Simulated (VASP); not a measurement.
The system is Ni.

```
Ni
1.0
     2.44802    0.00000    0.00000
    -1.22401    2.12005    0.00000
     0.00000    0.00000    4.07281
Ni
2
Direct
  0.33333 0.66667 0.25000
  0.66667 0.33333 0.75000
```

This isn't the form of Ni at room conditions, which is fcc.

```yaml
Program: VASP 6.6.1
Task: relaxation of cell and atoms
Functional: LDA
Potentials_or_basis: VASP PAW LDA potentials, release 64 (Ni)
Cutoff: 600 eV
k_mesh: 13 × 13 × 7
Occupations: fermi-dirac, width 0.1 eV
Spin: collinear spin, ferromagnetic start
Starting_moments: "[1.0, 1.0] μB"
```

At the start: pressure -10.7 GPa; volume 10.57 Å³/atom.

Problem. How do energy, volume and symmetry change on relaxing?

Solution. Over 12 steps the energy falls by 18.7 meV/atom and the volume is 10.07 Å³/atom (-4.7 %); space group P6_3/mmc (No. 194, to 0.1 Å) before and after; moment 1.14 μB per cell.

The path:
```csv
step,energy change (eV),largest force (eV/Å),pressure (GPa),volume (Å³)
1,0.0000,0.0000,-10.71,21.14
2,0.0136,0.0000,15.86,19.05
3,-0.0364,0.0000,0.12,20.13
4,-0.0364,0.0000,0.30,20.11
5,-0.0374,0.0000,0.14,20.12
6,-0.0374,0.0000,0.16,20.12
7,-0.0374,0.0000,0.17,20.12
8,-0.0374,0.0000,0.14,20.12
9,-0.0374,0.0000,0.11,20.12
10,-0.0374,0.0000,0.28,20.12
11,-0.0374,0.0000,-0.48,20.17
12,-0.0374,0.0000,-0.04,20.14
```

Final structure:
```xyz
2
Lattice="2.4207 0.0000 0.0000 -1.2104 2.0964 0.0000 0.0000 0.0000 3.9679" Properties=species:S:1:pos:R:3 pbc="T T T"
Ni    0.0000    1.3976    0.9920
Ni    1.2104    0.6988    2.9759
```
